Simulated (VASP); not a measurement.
# Pt (P6_3/mmc) in VASP: further runs, part 2 of 2

VASP 6.6.1. The steps go on from the part before.

## (4) Single point, PBEsol

This run uses another cell than the first one, of 17.33 Å³/atom.

INCAR

```
SYSTEM = Pt
  PREC = Accurate
  ENCUT = 520
  EDIFF = 1E-6
  ISMEAR = 0
  SIGMA = 0.15
  LREAL = .False.
  LASPH = .True.
  NELM = 100
  ALGO = Fast
  ISIF = 2
  LWAVE = .False.
  LCHARG = .False.
  GGA = PS
  NBANDS = 17
```

KPOINTS

```
regular mesh
0
Gamma
  18 18 10
  0 0 0
```

POSCAR

```
Pt
1.0
    2.9160000000      0.0000000000      0.0000000000
   -1.4580000000      2.5253300774      0.0000000000
    0.0000000000      0.0000000000      4.7069219539
Pt
2
Direct
    0.6666666667      0.3333333333      0.7500000000
    0.3333333333      0.6666666667      0.2500000000
```

Potentials or basis: VASP PAW PBE potentials, release 64 (Pt).

Run with:

```
$ cat potpaw_PBE.64/Pt/POTCAR > POTCAR
$ mpirun -np 1 vasp_std > vasp.out
```

OUTCAR:

```text
SYSTEM = Pt
   PREC = Accurate
   ENCUT = 520
   EDIFF = 1E-6
   ISMEAR = 0
   LREAL = .False.
   LASPH = .True.
   NELM = 100
   ISIF = 2
   GGA = PS

 ion  position               nearest neighbor table
   1  0.667  0.333  0.750-   2 2.89   2 2.89   2 2.89   2 2.89   2 2.89   2 2.89
   2  0.333  0.667  0.250-   1 2.89   1 2.89   1 2.89   1 2.89   1 2.89   1 2.89

  LATTYP: Found a hexagonal cell.
 ALAT       =     2.9160000000
 C/A-ratio  =     1.6141707661

  Lattice vectors:

 A1 = (   2.9160000000,   0.0000000000,   0.0000000000)
 A2 = (  -1.4580000000,   2.5253300774,   0.0000000000)
 A3 = (   0.0000000000,   0.0000000000,   4.7069219539)

Analysis of symmetry for initial positions (statically):
=====================================================================
 Subroutine PRICEL returns:
 Original cell was already a primitive cell.

 Routine SETGRP: Setting up the symmetry group for a
 hexagonal supercell.

 Subroutine GETGRP returns: Found 24 space group operations
 (whereof 12 operations were pure point group operations)
 out of a pool of 24 trial point group operations.

The static configuration has the point symmetry D_3d.
 The point group associated with its full space group is D_6h.

Analysis of symmetry for dynamics (positions and initial velocities):
=====================================================================
 Subroutine PRICEL returns:
 Original cell was already a primitive cell.

 Routine SETGRP: Setting up the symmetry group for a
 hexagonal supercell.

 Subroutine GETGRP returns: Found 24 space group operations
 (whereof 12 operations were pure point group operations)
 out of a pool of 24 trial point group operations.

The dynamic configuration has the point symmetry D_3d.
 The point group associated with its full space group is D_6h.

 Subroutine INISYM returns: Found 24 space group operations
 (whereof 12 operations are pure point group operations),
 and found     1 'primitive' translations
[... 112 lines left out ...]
   IALGO  =     68    algorithm
   IMIX   =      4    mixing-type and parameters
     AMIX     =   0.40;   BMIX     =  1.00
     AMIX_MAG =   1.60;   BMIX_MAG =  1.00
  volume/ion in A,a.u.               =      17.33       116.95
  Fermi-wavevector in a.u.,A,eV,Ry     =   1.362921  2.575547 25.273543  1.857553
  Thomas-Fermi vector in A             =   2.489369
   LORBIT       =      0    0 simple, 1 ext, 2 COOP (PROOUT), +10 PAW based schemes
   GGA     = PS    functional components
   LHFCALC =     F    Hartree Fock is set to
   AEXX    =    0.0000 exact exchange contribution
   IVDW    =     0    specifies the selected vdW correction
   LEPSILON=     F    determine dielectric tensor
   LRPA    =     F    only Hartree local field effects (RPA)
 non-spin polarized calculation
 RMM-DIIS sequential band-by-band and
 Gauss-broadening in eV      SIGMA  =   0.15
  energy-cutoff  :      520.00
  volume of cell :       34.66
 maximum number of plane-waves:       966
 NGX is ok and might be reduce to    24
   NGX = 11   NGY = 11   NGZ = 17

 number of electron      20.0000000 magnetization

 Free energy of the ion-electron system (eV)
  ---------------------------------------------------
  ext. energy  EPLUGINS =         0.00000000
  ---------------------------------------------------
  free energy    TOTEN  =       -13.35161679 eV

  energy without entropy =      -13.28920239  energy(sigma->0) =      -13.32040959

 E-fermi :   8.6147     XC(G=0): -12.8153

 val. band max:        8.6142855209   @ k =   0.2222   0.1667   0.0000
 cond. band min:       8.6165822710   @ k =   0.3889   0.1667   0.1000
 fundamental gap:      0.0022967501
 Fermi energy:         8.6147411557

 k-point     1 :       0.0000    0.0000    0.0000
  band No.  band energies     occupation
      1      -0.2027      2.00000
      2       2.6246      2.00000
      3       5.6642      2.00000
      4       5.7106      2.00000
      5       5.7106      2.00000
      6       6.1243      2.00000
[... 457 lines left out ...]
      4       5.4631      2.00000
      5       5.6837      2.00000
      6       5.9572      2.00000
[... 9 lines left out ...]
     16      19.8755      0.00000
     17      22.2067      0.00000

 [... further k-points ...]

------------------------ aborting loop because EDIFF is reached ----------------------------------------

  FORCE on cell =-STRESS in cart. coord.  units (eV):
  Direction    XX          YY          ZZ          XY          YZ          ZX
  --------------------------------------------------------------------------------------
  -------------------------------------------------------------------------------------
  Total       -6.1556602     -6.1556602     -4.9290560     -0.0000000      0.0000000      0.0000000
  in kB     -284.5394919   -284.5394919   -227.8408907     -0.0000000      0.0000000      0.0000000
  external PRESSURE =    -265.6399582 kB  Pullay stress =       0.0000000 kB

 VOLUME and BASIS-vectors are now :
 -----------------------------------------------------------------------------
  energy-cutoff  :      520.00
  volume of cell :       34.66
      direct lattice vectors                 reciprocal lattice vectors
     2.916000000  0.000000000  0.000000000     0.342935528  0.197993919  0.000000000
    -1.458000000  2.525330077  0.000000000     0.000000000  0.395987839  0.000000000
     0.000000000  0.000000000  4.706921954     0.000000000  0.000000000  0.212453066

 POSITION                                       TOTAL-FORCE (eV/Angst)
 -----------------------------------------------------------------------------------
      1.45800      0.84178      3.53019        -0.000000      0.000000      0.000000
     -0.00000      1.68355      1.17673         0.000000     -0.000000      0.000000
 -----------------------------------------------------------------------------------
    total drift:                               -0.000000      0.000000     -0.000000

  FREE ENERGIE OF THE ION-ELECTRON SYSTEM (eV)
  ---------------------------------------------------
  free  energy   TOTEN  =       -13.3516167882 eV

  energy  without entropy=      -13.2892023858  energy(sigma->0) =      -13.32040959
```

OSZICAR:

```text
N       E                     dE             d eps       ncg     rms          rms(c)
DAV:   1     0.976600610586E+02    0.97660E+02   -0.10230E+04  7548   0.112E+03
DAV:   2    -0.123657748081E+02   -0.11003E+03   -0.10435E+03  8201   0.237E+02
DAV:   3    -0.142497298826E+02   -0.18840E+01   -0.18497E+01  9230   0.303E+01
DAV:   4    -0.142597276092E+02   -0.99977E-02   -0.99954E-02  8837   0.233E+00
DAV:   5    -0.142598313620E+02   -0.10375E-03   -0.10375E-03  9345   0.252E-01    0.128E+01
RMM:   6    -0.134057976320E+02    0.85403E+00   -0.14708E+00  7567   0.879E+00    0.661E+00
RMM:   7    -0.133577155607E+02    0.48082E-01   -0.18493E-01  7799   0.311E+00    0.307E+00
RMM:   8    -0.133529528665E+02    0.47627E-02   -0.29714E-02  7860   0.128E+00    0.103E+00
RMM:   9    -0.133515779007E+02    0.13750E-02   -0.36376E-03  8261   0.439E-01    0.420E-02
RMM:  10    -0.133516175547E+02   -0.39654E-04   -0.38146E-04  8369   0.123E-01    0.582E-02
RMM:  11    -0.133516163193E+02    0.12354E-05   -0.59224E-05  8388   0.597E-02    0.339E-02
RMM:  12    -0.133516165973E+02   -0.27796E-06   -0.11619E-05  8386   0.253E-02    0.447E-03
RMM:  13    -0.133516167882E+02   -0.19093E-06   -0.21866E-06  6161   0.933E-03
   1 F= -.13351617E+02 E0= -.13320410E+02  d E =-.624144E-01
```

Run time: 79 s. Hardware: 1 thread of Intel Xeon 8259CL, shared host; peak memory 0.24 GiB.

Results:

```yaml
Free_energy: -13.3516 eV
Pressure: -26.6 GPa
Band_gap_on_the_k_mesh: zero (bands 10 and 11 overlap by 0.98 eV)
```

Caveat: the stress differs along the axes, from -28 to -23 GPa; the PAW data sets were made with another functional, which shifts forces and pressure a little; spin-orbit coupling is left out, which moves the levels of the heavy elements.

## (5) Single point, PBEsol

This run uses another cell than the first one, of 17.41 Å³/atom.

INCAR

```
  PREC = Accurate
  ENCUT = 520
  EDIFF = 1E-7
  ISMEAR = 0
  SIGMA = 0.15
  LREAL = False
  LASPH = True
  NELM = 100
  ALGO = Fast
  ISIF = 2
  LWAVE = False
  LCHARG = False
  GGA = PS
  NBANDS = 17
```

KPOINTS

```
regular mesh
0
Gamma
  18 18 10
```

POSCAR

```
Pt
1.0
    2.8524000000      0.0000000000      0.0000000000
   -1.4262000000      2.4702508617      0.0000000000
    0.0000000000      0.0000000000      4.9423000000
Pt
2
Direct
    0.6666666667      0.3333333333      0.7500000000
    0.3333333333      0.6666666667      0.2500000000
```

Run with:

```
$ cat potpaw_PBE.64/Pt/POTCAR > POTCAR
$ mpirun -np 1 vasp_std > vasp.out
```

Wall time 92 s (1 thread of Intel Xeon 8259CL, shared host); peak memory 0.24 GiB.

It converged, with:

```
Free energy            : -13.3708 eV
Pressure               : -27.2 GPa
Band gap on the k mesh : zero (bands 10 and 11 overlap by 1.07 eV)
```

Stress tensor (GPa, compression positive):
```
-28.00   0.00   0.00
  0.00 -28.00   0.00
  0.00   0.00 -25.48
```

Levels at points of the mesh, in eV from the Fermi level:
```
           k point  band 6  band 7  band 8  band 9  band 10  band 11  band 12  band 13  band 14  band 15
(0.00, 0.00, 0.00)   -2.61   -2.61   -1.53   -1.53    -0.34    -0.18    -0.18     4.08    15.19    15.65
(0.50, 0.00, 0.00)   -2.49   -2.17    0.00    0.22     0.39     2.08     3.37     6.77     8.36     8.60
(0.00, 0.00, 0.50)   -2.91   -2.91   -2.91   -0.67    -0.67    -0.67    -0.67    11.21    11.21    15.52
(0.50, 0.00, 0.50)   -1.52   -0.66   -0.66    0.32     0.32     1.72     1.72     5.72     5.72    13.66
```

Caveat: the cell stands under tension; the PAW data sets were made with another functional, which shifts forces and pressure a little; spin-orbit coupling is left out, which moves the levels of the heavy elements.

## (6) Single point, PBEsol

This run uses another cell than the first one, of 17.62 Å³/atom.

INCAR

```
ALGO     = Fast           # electronic algorithm
EDIFF    = 1E-6           # SCF threshold, eV
ENCUT    = 520            # plane-wave cutoff, eV
GGA      = PS             # functional
ISIF     = 2              # what is computed and relaxed
ISMEAR   = 0              # smearing method
LASPH    = T              # aspherical terms in the spheres
LCHARG   = F              # write CHGCAR
LREAL    = F              # projectors in reciprocal space
LWAVE    = F              # write WAVECAR
NBANDS   = 17             # bands
NELM     = 100            # most SCF steps
PREC     = Accurate       # precision mode
SIGMA    = 0.15           # smearing width, eV
```

KPOINTS

```
k-points
0
Gamma
  18 18 10
```

POSCAR

```
Pt
1.0
    2.9160000000      0.0000000000      0.0000000000
   -1.4580000000      2.5253300774      0.0000000000
    0.0000000000      0.0000000000      4.7854000000
Pt
2
Direct
    0.6666666667      0.3333333333      0.7500000000
    0.3333333333      0.6666666667      0.2500000000
```

Potentials or basis: VASP PAW PBE potentials, release 64 (Pt).

Run with:

```
$ cat potpaw_PBE.64/Pt/POTCAR > POTCAR
$ mpirun -np 1 vasp_std > vasp.out
```

It took 80 s on 1 thread of Intel Xeon 8259CL, shared host; peak memory 0.24 GiB.

Results (log left out):

```
Free energy            : -13.2655 eV
Pressure               : -28.6 GPa
Band gap on the k mesh : zero (bands 10 and 11 overlap by 0.96 eV)
```

Stress tensor (GPa, compression positive):
```
-30.33   0.00   0.00
  0.00 -30.33   0.00
  0.00   0.00 -25.16
```

Levels at points of the mesh, in eV from the Fermi level:
| k point | band 7 | band 8 | band 9 | band 10 | band 11 | band 12 | band 13 | band 14 |
| --- | --- | --- | --- | --- | --- | --- | --- | --- |
| (0.00, 0.00, 0.00) | -2.45 | -1.82 | -1.82 | -0.22 | -0.22 | 0.05 | 4.63 | 14.89 |
| (0.50, 0.00, 0.00) | -2.30 | 0.01 | 0.12 | 0.24 | 1.93 | 3.08 | 6.98 | 8.61 |
| (0.00, 0.00, 0.50) | -2.90 | -2.90 | -0.72 | -0.72 | -0.72 | -0.72 | 12.26 | 12.26 |
| (0.50, 0.00, 0.50) | -0.66 | -0.66 | 0.15 | 0.15 | 1.69 | 1.69 | 5.46 | 5.46 |

Caveat: the stress differs along the axes, from -30 to -25 GPa; the PAW data sets were made with another functional, which shifts forces and pressure a little; spin-orbit coupling is left out, which moves the levels of the heavy elements.

## (7) Summary

```csv
cell,gap on the mesh (eV),pressure (GPa)
"a = 2.916, b = 2.916, c = 4.628 Å, angles 90.0, 90.0, 120.0°, 2 atoms",none,-24.1
"a = 2.852, b = 2.852, c = 4.864 Å, angles 90.0, 90.0, 120.0°, 2 atoms",none,-25.4
"a = 2.916, b = 2.916, c = 4.707 Å, angles 90.0, 90.0, 120.0°, 2 atoms",none,-26.6
"a = 2.852, b = 2.852, c = 4.942 Å, angles 90.0, 90.0, 120.0°, 2 atoms",none,-27.2
"a = 2.916, b = 2.916, c = 4.785 Å, angles 90.0, 90.0, 120.0°, 2 atoms",none,-28.6
```

Alike in all rows: task single point; level PBEsol; potentials or basis VASP PAW PBE potentials, release 64 (Pt); no spin polarisation; k mesh 18 × 18 × 10; cutoff (eV) 520; smearing gaussian 0.15 eV.

Caveats: the PAW data sets were made with another functional, which shifts forces and pressure a little; spin-orbit coupling is left out, which moves the levels of the heavy elements; the cell stands under tension (at least some runs); the stress differs along the axes, from -26 to -20 GPa (at least some runs); the stress differs along the axes, from -28 to -23 GPa (at least some runs); the stress differs along the axes, from -30 to -25 GPa (at least some runs).

Total energies depend on the potentials used, so only differences within one code and one set of settings carry meaning.
